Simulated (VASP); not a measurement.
# ZrSi2 (Cmcm) in VASP: single point with PBE

Aim: the single point of ZrSi2 with PBE.

Everything below comes from runs of VASP 6.6.1. Logs are shortened: lines on timing, memory, paths and dates and some standing lists are left out, and cuts for length are marked.

## (1) The cell of the first run

The structure is orthorhombic, space group Cmcm (No. 63). The conventional cell has a = 3.722 Å, b = 14.579 Å, c = 3.709 Å, α = 90.00°, β = 90.00°, γ = 90.00°. Zr (site symmetry m2m) has 10 Si at 2.73 to 2.97 Å and 2 Zr at 3.57 Å within 3.6 Å. Si (site symmetry m2m) has 2 Si at 2.43 Å and 6 Zr at 2.73 to 2.97 Å within 3.2 Å. Si (site symmetry m2m) has 8 Si at 2.63 to 3.42 Å and 4 Zr at 2.82 Å within 3.5 Å.

## (2) Single point, PBE

The input, INCAR:

```
SYSTEM = ZrSi2
  PREC = Accurate
  ENCUT = 520
  EDIFF = 1E-7
  ISMEAR = 0
  SIGMA = 0.2
  LREAL = .False.
  LASPH = .True.
  NELM = 60
  ALGO = Normal
  ISIF = 2
  LWAVE = .False.
  LCHARG = .True.
  GGA = PE
  LELF = .True.
  LVHAR = .True.
  NBANDS = 29
```

The input, KPOINTS:

```
Automatic mesh
0
Gamma
  4 4 4
  0 0 0
```

The input, POSCAR:

```
ZrSi2
1.0
    1.8610203059     -7.2893212550      0.0000000000
    1.8610203059      7.2893212550      0.0000000000
    0.0000000000      0.0000000000      3.7090101679
Zr Si
2 4
Direct
    0.6045670251      0.3954329749      0.7500000000
    0.3954329749      0.6045670251      0.2500000000
    0.9460964322      0.0539035678      0.7500000000
    0.0539035678      0.9460964322      0.2500000000
    0.2496746976      0.7503253024      0.7500000000
    0.7503253024      0.2496746976      0.2500000000
```

Potentials or basis: VASP PAW PBE potentials, release 64 (Zr_sv, Si).

Launch:

```console
cat potpaw_PBE.64/Zr_sv/POTCAR potpaw_PBE.64/Si/POTCAR > POTCAR
mpirun -np 1 vasp_std > vasp.out
```

OUTCAR:

```text
SYSTEM = ZrSi2
   PREC = Accurate
   ENCUT = 520
   EDIFF = 1E-7
   ISMEAR = 0
   LREAL = .False.
   LASPH = .True.
   NELM = 60
   ISIF = 2
   GGA = PE

 ion  position               nearest neighbor table
   1  0.605  0.395  0.750-   4 2.73   4 2.73   4 2.73   4 2.73   5 2.82   5 2.82   6 2.82   6 2.82
                             3 2.97   3 2.97   2 3.57   2 3.57
   2  0.395  0.605  0.250-   3 2.73   3 2.73   3 2.73   3 2.73   6 2.82   6 2.82   5 2.82   5 2.82
                             4 2.97   4 2.97   1 3.57   1 3.57
   3  0.946  0.054  0.750-   4 2.43   4 2.43   2 2.73   2 2.73   2 2.73   2 2.73   1 2.97   1 2.97

   4  0.054  0.946  0.250-   3 2.43   3 2.43   1 2.73   1 2.73   1 2.73   1 2.73   2 2.97   2 2.97

   5  0.250  0.750  0.750-   6 2.63   6 2.63   6 2.63   6 2.63   1 2.82   1 2.82   2 2.82   2 2.82

   6  0.750  0.250  0.250-   5 2.63   5 2.63   5 2.63   5 2.63   2 2.82   2 2.82   1 2.82   1 2.82

  LATTYP: Found a base centered orthorhombic cell.
 ALAT       =     3.7220406118
 B/A-ratio  =     3.9168413326
 C/A-ratio  =     0.9964991129

  Lattice vectors:

 A1 = (   1.8610203059,  -7.2893212550,   0.0000000000)
 A2 = (   1.8610203059,   7.2893212550,   0.0000000000)
 A3 = (   0.0000000000,   0.0000000000,   3.7090101679)

Analysis of symmetry for initial positions (statically):
=====================================================================
 Subroutine PRICEL returns:
 Original cell was already a primitive cell.

 Routine SETGRP: Setting up the symmetry group for a
 base centered orthorhombic supercell.

 Subroutine GETGRP returns: Found  8 space group operations
 (whereof  4 operations were pure point group operations)
 out of a pool of  8 trial point group operations.

The static configuration has the point symmetry C_2h.
 The point group associated with its full space group is D_2h.

Analysis of symmetry for dynamics (positions and initial velocities):
=====================================================================
 Subroutine PRICEL returns:
 Original cell was already a primitive cell.

 Routine SETGRP: Setting up the symmetry group for a
 base centered orthorhombic supercell.

 Subroutine GETGRP returns: Found  8 space group operations
 (whereof  4 operations were pure point group operations)
 out of a pool of  8 trial point group operations.

The dynamic configuration has the point symmetry C_2h.
 The point group associated with its full space group is D_2h.

 Subroutine INISYM returns: Found  8 space group operations
 (whereof  4 operations are pure point group operations),
 and found     1 'primitive' translations

----------------------------------------------------------------------------------------

                                     Primitive cell

  volume of cell :     100.6297

  direct lattice vectors                    reciprocal lattice vectors
     1.861020306 -7.289321255  0.000000000     0.268669825 -0.068593492  0.000000000
     1.861020306  7.289321255  0.000000000     0.268669825  0.068593492  0.000000000
     0.000000000  0.000000000  3.709010168     0.000000000  0.000000000  0.269613712

  length of vectors
     7.523137706  7.523137706  3.709010168     0.277287832  0.277287832  0.269613712

  position of ions in fractional coordinates (direct lattice)
     0.604567025  0.395432975  0.750000000
     0.395432975  0.604567025  0.250000000
     0.946096432  0.053903568  0.750000000
     0.053903568  0.946096432  0.250000000
     0.249674698  0.750325302  0.750000000
     0.750325302  0.249674698  0.250000000

  ion indices of the primitive-cell ions
   primitive index   ion index
                 1           1
                 2           2
                 3           3
                 4           4
                 5           5
                 6           6

----------------------------------------------------------------------------------------

 KPOINTS: Automatic mesh

Automatic generation of k-mesh.
 Grid dimensions read from file:
 generate k-points for:    4    4    4

 Generating k-lattice:

  Cartesian coordinates                     Fractional coordinates (reciprocal lattice)
     0.067167456 -0.017148373  0.000000000     0.250000000  0.000000000  0.000000000
     0.067167456  0.017148373  0.000000000     0.000000000  0.250000000  0.000000000
     0.000000000  0.000000000  0.067403428     0.000000000  0.000000000  0.250000000

  Length of vectors
     0.069321958  0.069321958  0.067403428

  Shift w.r.t. Gamma in fractional coordinates (k-lattice)
     0.000000000  0.000000000  0.000000000

 Subroutine IBZKPT returns following result:
 ===========================================

 Found     21 irreducible k-points:

 Following reciprocal coordinates:
            Coordinates               Weight
  0.000000  0.000000  0.000000      1.000000
  0.250000  0.000000  0.000000      4.000000
  0.500000  0.000000  0.000000      2.000000
  0.250000  0.250000  0.000000      2.000000
  0.500000  0.250000  0.000000      4.000000
 -0.250000  0.250000  0.000000      2.000000
[... 13 lines left out ...]
 -0.250000  0.250000  0.500000      2.000000
  0.500000  0.500000  0.500000      1.000000
   k-points           NKPTS =     21   k-points in BZ     NKDIM =     21   number of bands    NBANDS=     29
   number of dos      NEDOS =    301   number of ions     NIONS =      6
   total plane-waves  NPLWV =  87808
   dimension x,y,z NGX =    56 NGY =   56 NGZ =   28
   dimension x,y,z NGXF=   112 NGYF=  112 NGZF=   56
   ions per type =               2   4
   NGX,Y,Z   is equivalent  to a cutoff of  12.37, 12.37, 12.55 a.u.
   NGXF,Y,Z  is equivalent  to a cutoff of  24.75, 24.75, 25.10 a.u.
 SYSTEM =  ZrSi2
   PREC   = accura    normal or accurate (medium, high low for compatibility)
   ISTART =      0    job   : 0-new  1-cont  2-samecut
   ICHARG =      2    charge: 1-file 2-atom 10-const
   ISPIN  =      1    spin polarized calculation?
   LNONCOLLINEAR =      F non collinear calculations
   LSORBIT =      F    spin-orbit coupling
   LASPH  =      T    aspherical Exc in radial PAW
   ENCUT  =  520.0 eV  38.22 Ry    6.18 a.u.  13.99 13.99  6.90*2*pi/ulx,y,z
   NELM   =     60;   NELMIN=  2; NELMDL= -5     # of ELM steps
   EDIFF  = 0.1E-06   stopping-criterion for ELM
   LREAL  =      F    real-space projection
   EDIFFG = 0.1E-05   stopping-criterion for IOM
   NSW    =      0    number of steps for IOM
   IBRION =     -1    ionic relax: 0-MD 1-quasi-New 2-CG
   NFREE  =      0    steps in history (QN), initial steepest desc. (CG)
   ISIF   =      2    stress and relaxation
   ISYM   =      2    0-nonsym 1-usesym 2-fastsym
   POTIM  = 0.5000    time-step for ionic-motion
   TEBEG  =    0.0;   TEEND  =   0.0 temperature during run
   PSTRESS=    0.0 pullay stress
   NELECT =      40.0000    total number of electrons
   NUPDOWN=      -1.0000    fix difference up-down
   EMIN   =  10.00;   EMAX   =-10.00  energy-range for DOS
   EFERMI =   0.00;   METHOD = LEGACY
   ISMEAR =     0;   SIGMA  =   0.20  broadening in eV -4-tet -1-fermi 0-gaus
   EFERMI_NEDOS =   21; number of points for ismear=-14 and -15
   IALGO  =     38    algorithm
   IMIX   =      4    mixing-type and parameters
     AMIX     =   0.40;   BMIX     =  1.00
     AMIX_MAG =   1.60;   BMIX_MAG =  1.00
  volume/ion in A,a.u.               =      16.77       113.18
  Fermi-wavevector in a.u.,A,eV,Ry     =   1.203703  2.274669 19.713501  1.448901
  Thomas-Fermi vector in A             =   2.339449
   LORBIT       =      0    0 simple, 1 ext, 2 COOP (PROOUT), +10 PAW based schemes
   GGA     = PE    functional components
   LHFCALC =     F    Hartree Fock is set to
   AEXX    =    0.0000 exact exchange contribution
   IVDW    =     0    specifies the selected vdW correction
   LEPSILON=     F    determine dielectric tensor
   LRPA    =     F    only Hartree local field effects (RPA)
 non-spin polarized calculation
 Gauss-broadening in eV      SIGMA  =   0.20
  energy-cutoff  :      520.00
  volume of cell :      100.63
 maximum number of plane-waves:      2732
   NGX = 27   NGY = 27   NGZ = 13

 number of electron      39.9999999 magnetization

 Free energy of the ion-electron system (eV)
  ---------------------------------------------------
  ext. energy  EPLUGINS =         0.00000000
  ---------------------------------------------------
  free energy    TOTEN  =       -42.67372478 eV

  energy without entropy =      -42.64294931  energy(sigma->0) =      -42.65833704

 E-fermi :   9.9512     XC(G=0): -11.2617

 val. band max:        9.9510485845   @ k =   0.0000   0.0000   0.5000
 cond. band min:      10.0103457217   @ k =   0.2500   0.2500   0.0000
 fundamental gap:      0.0592971373
 Fermi energy:         9.9512421412

 k-point     1 :       0.0000    0.0000    0.0000
  band No.  band energies     occupation
      1     -38.7778      2.00000
      2     -38.7636      2.00000
      3     -17.0175      2.00000
      4     -16.8697      2.00000
      5     -16.8448      2.00000
      6     -16.8408      2.00000
[... 21 lines left out ...]
     28      12.7423      0.00000
     29      13.8840      0.00000

 k-point     2 :       0.2500    0.0000    0.0000
  band No.  band energies     occupation
      1     -38.7734      2.00000
      2     -38.7595      2.00000
      3     -16.9996      2.00000
      4     -16.9600      2.00000
      5     -16.9254      2.00000
      6     -16.8357      2.00000
[... 21 lines left out ...]
     28      13.6960      0.00000
     29      14.1578      0.00000

 k-point     3 :       0.5000    0.0000    0.0000
  band No.  band energies     occupation
      1     -38.7689      2.00000
      2     -38.7554      2.00000
      3     -17.0496      2.00000
      4     -17.0052      2.00000
      5     -16.9793      2.00000
      6     -16.8308      2.00000
[... 542 lines left out ...]
      5     -16.8746      2.00000
      6     -16.8746      2.00000
[... 21 lines left out ...]
     28      13.0919      0.00000
     29      13.9818      0.00000

 k-point    21 :       0.5000    0.5000    0.5000
  band No.  band energies     occupation
      1     -38.7621      2.00000
      2     -38.7621      2.00000
      3     -17.0101      2.00000
      4     -17.0101      2.00000
      5     -16.8713      2.00000
      6     -16.8713      2.00000
[... 21 lines left out ...]
     28      13.0579      0.00000
     29      14.1428      0.00000

------------------------ aborting loop because EDIFF is reached ----------------------------------------

  FORCE on cell =-STRESS in cart. coord.  units (eV):
  Direction    XX          YY          ZZ          XY          YZ          ZX
  --------------------------------------------------------------------------------------
  -------------------------------------------------------------------------------------
  Total        0.0399391     -0.0405969      0.0704040      0.0000000      0.0000000      0.0000000
  in kB        0.6358908     -0.6463648      1.1209382      0.0000000      0.0000000      0.0000000
  external PRESSURE =       0.3701547 kB  Pullay stress =       0.0000000 kB

 VOLUME and BASIS-vectors are now :
 -----------------------------------------------------------------------------
  energy-cutoff  :      520.00
  volume of cell :      100.63
      direct lattice vectors                 reciprocal lattice vectors
     1.861020306 -7.289321255  0.000000000     0.268669825 -0.068593492  0.000000000
     1.861020306  7.289321255  0.000000000     0.268669825  0.068593492  0.000000000
     0.000000000  0.000000000  3.709010168     0.000000000  0.000000000  0.269613712

 POSITION                                       TOTAL-FORCE (eV/Angst)
 -----------------------------------------------------------------------------------
      1.86102     -1.52445      2.78176         0.000000     -0.011711      0.000000
      1.86102      1.52445      0.92725         0.000000      0.011711      0.000000
      1.86102     -6.50348      2.78176         0.000000     -0.031090     -0.000000
      1.86102      6.50348      0.92725         0.000000      0.031090      0.000000
      1.86102      3.64940      2.78176         0.000000      0.015629      0.000000
      1.86102     -3.64940      0.92725         0.000000     -0.015629     -0.000000
 -----------------------------------------------------------------------------------
    total drift:                               -0.000000      0.000000     -0.000000

  FREE ENERGIE OF THE ION-ELECTRON SYSTEM (eV)
  ---------------------------------------------------
  free  energy   TOTEN  =       -42.6737247787 eV

  energy  without entropy=      -42.6429493064  energy(sigma->0) =      -42.65833704
```

It took 54 s on 1 thread of Intel Xeon 6975P-C (Granite Rapids), shared host; peak memory 0.3 GiB.

What came out:

```yaml
Free_energy: -42.6737 eV
Pressure: 0.0 GPa
Largest_force: 0.031 eV/Å
Band_gap_on_the_k_mesh: zero (band 20 reaches 10.34 eV, above the bottom of band 21 at 9.53 eV)
```

Forces on the atoms (eV/Å):
```
Zr   0.000 -0.012  0.000
Zr   0.000  0.012  0.000
Si   0.000 -0.031  0.000
Si   0.000  0.031  0.000
Si   0.000  0.016  0.000
Si   0.000 -0.016  0.000
```

Stress tensor (GPa, compression positive):
```
 0.06  0.00  0.00
 0.00 -0.06  0.00
 0.00  0.00  0.11
```

Caveat: the k points lie up to 0.44 Å⁻¹ apart.
